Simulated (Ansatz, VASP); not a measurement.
# Two plane-wave programs on Te2Mo

Contents of INCAR:

```
  AGGAC = 1.0
  AGGAX = 1.0
  ALDAC = 0.0
  ALDAX = 1.0
  ALGO = Normal
  EDIFF = 1E-6
  ENCUT = 520
  GGA = B5
  ISIF = 2
  ISMEAR = -1
  LASPH = True
  LCHARG = True
  LELF = True
  LREAL = False
  LVHAR = True
  LWAVE = False
  NBANDS = 64
  NELM = 100
  PREC = Accurate
  SIGMA = 0.05
```

File KPOINTS:

```
k-points
0
Gamma
  4 8 2
```

The input POSCAR:

```
Te2Mo
1.0
    6.3300000000      0.0000000000      0.0000000000
    0.0000000000      3.4690000000      0.0000000000
   -0.9467947088      0.0000000000     13.8276237937
Te Mo
8 4
Direct
    0.9437000000      0.7500000000      0.6045000000
    0.0563000000      0.2500000000      0.3955000000
    0.9030000000      0.2500000000      0.8514000000
    0.0970000000      0.7500000000      0.1486000000
    0.4112000000      0.7500000000      0.8955000000
    0.5888000000      0.2500000000      0.1045000000
    0.4432000000      0.2500000000      0.6484000000
    0.5568000000      0.7500000000      0.3516000000
    0.8167000000      0.7500000000      0.9926000000
    0.1833000000      0.2500000000      0.0074000000
    0.6819000000      0.2500000000      0.4934000000
    0.3181000000      0.7500000000      0.5066000000
```

input.yaml

```yaml
crystal:
  lattice:
    - [6.33, 0.0, 0.0]
    - [0.0, 3.469, 0.0]
    - [-0.9467947088, 0.0, 13.8276237937]
  atoms:
    - { symbol: Te, position: [0.9437, 0.75, 0.6045] }
    - { symbol: Te, position: [0.0563, 0.25, 0.3955] }
    - { symbol: Te, position: [0.903, 0.25, 0.8514] }
    - { symbol: Te, position: [0.097, 0.75, 0.1486] }
    - { symbol: Te, position: [0.4112, 0.75, 0.8955] }
    - { symbol: Te, position: [0.5888, 0.25, 0.1045] }
    - { symbol: Te, position: [0.4432, 0.25, 0.6484] }
    - { symbol: Te, position: [0.5568, 0.75, 0.3516] }
    - { symbol: Mo, position: [0.8167, 0.75, 0.9926] }
    - { symbol: Mo, position: [0.1833, 0.25, 0.0074] }
    - { symbol: Mo, position: [0.6819, 0.25, 0.4934] }
    - { symbol: Mo, position: [0.3181, 0.75, 0.5066] }
hamiltonian:
  xc: blyp
  pseudopotentials: { kind: paw }
kpoints:
  mp_grid: { grid: [4, 8, 2] }
scf:
  occupations: { method: fermi_dirac, width: 0.05 }
output:
  forces: true
  stress: true
  eigenvalues: true
```

Alike in both runs: task single point; functional BLYP; k mesh 4 × 8 × 2; occupations fermi-dirac, width 0.05 eV; no spin polarisation.

|  | VASP | Ansatz |
| --- | --- | --- |
| version | VASP 6.6.1 | Ansatz 0.2.0 |
| potentials or method | VASP PAW PBE potentials, release 64 (Te, Mo_sv) | Ansatz PAW |
| plane-wave cutoff (eV) | 520 | 420 |
| valence electrons in the cell | 104 | 184 |

VASP gave:

```
gap on the k mesh at the Fermi level (eV)                     : none
pressure (GPa)                                                : 8.9
traceless stress, the component that is largest in VASP (GPa) : -0.70
rms of the force components (eV/Å)                            : 0.234
```

**Question.** What did Ansatz give for the same quantities?

**Answer.** gap on the k mesh at the Fermi level (eV): none; pressure (GPa): 8.6; traceless stress, the component that is largest in VASP (GPa): -0.69; rms of the force components (eV/Å): 0.212.

VASP's potentials were made for PBE, not for BLYP. Atom by atom the forces differ by 0.025 eV/Å (rms over components). A gap of «none» marks a metal or a gap that the smearing closes. VASP's potentials hold 104 valence electrons a cell and Ansatz's 184, so a difference there can come from the potentials and not from the codes.

Neither program's run includes spin-orbit coupling.
